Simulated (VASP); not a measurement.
Write the native input for VASP 6.6.1 that does the following.

| Quantity | Value |
| --- | --- |
| Task | single point |
| Functional | PBE |
| Potentials or basis | VASP PAW PBE potentials, release 64 (Hf_pv, O) |
| Cutoff | 520 eV |
| k mesh | 3 × 3 × 4 |
| Occupations | fermi-dirac, width 0.3102 eV |
| Spin | no spin polarisation |
| Dipole correction | no |
| Further INCAR settings | LREAL = Auto; ALGO = Normal; EDIFF = 1e-07; NBANDS = 81 |

The structure of HfO2 lies in POSCAR:

```
HfO2
1.0
    5.9133820000      0.0936650000     -0.0263170000
    0.0936650000      6.1692290000     -0.0293520000
   -0.0263170000     -0.0293520000      5.6660680000
Hf O
6 12
Direct
    0.2652982534      0.3820835568      0.9589029264
    0.8643355014      0.0785730395      0.8228266333
    0.4133525978      0.8372032011      0.0308641408
    0.3875967557      0.0903088170      0.4798485266
    0.8533802506      0.2800527884      0.3340131605
    0.0554071734      0.6248228297      0.5323162522
    0.1872891612      0.1112057373      0.2075100874
    0.0895981759      0.9514841893      0.6196292483
    0.7059434391      0.3756697018      0.6521177345
    0.7493747268      0.8044924606      0.9212873928
    0.4120010342      0.1165548827      0.8498376652
    0.1407037734      0.3269882707      0.6116994732
    0.8333479545      0.5807496503      0.3198395288
    0.6005863726      0.9054670470      0.3827460507
    0.9320848664      0.3395594000      0.9984095530
    0.3319805089      0.6039562578      0.2680206578
    0.3774622618      0.6511621032      0.7679822358
    0.5642738575      0.2862742667      0.1588300493
```

These files were run (other wordings do the same):

INCAR

```
PREC     = Accurate       # precision mode
ENCUT    = 520            # plane-wave cutoff, eV
EDIFF    = 1E-7           # SCF threshold, eV
ISMEAR   = -1             # smearing method
SIGMA    = 0.3102         # smearing width, eV
LREAL    = Auto         
LASPH    = True           # aspherical terms in the spheres
NELM     = 100            # most SCF steps
ALGO     = Normal         # electronic algorithm
ISIF     = 2              # what is computed and relaxed
LWAVE    = False          # write WAVECAR
LCHARG   = True           # write CHGCAR
GGA      = PE             # functional
LELF     = True           # ELF
LVHAR    = True         
NBANDS   = 81             # bands
```

KPOINTS

```
regular mesh
0
Gamma
  3 3 4
```

Potentials or basis: VASP PAW PBE potentials, release 64 (Hf_pv, O).

Run with:

```bash
$ cat potpaw_PBE.64/Hf_pv/POTCAR potpaw_PBE.64/O/POTCAR > POTCAR
$ mpirun -np 1 vasp_std > vasp.out
```

It gave:

The pressure is 27.2 GPa, the largest force is 6.239 eV/Å and the band gap on the k mesh is 2.15 eV (least direct gap 2.20 eV).

Caveat: the atoms stand as in a frame of molecular dynamics; so wide a smearing shifts energies and pressures; spin-orbit coupling is left out, which moves the levels of the heavy elements.

It took 8 min on 1 thread of Intel(R) Xeon(R) 6975P-C (Granite Rapids), with other jobs on the host, peak memory 0.4 GiB.
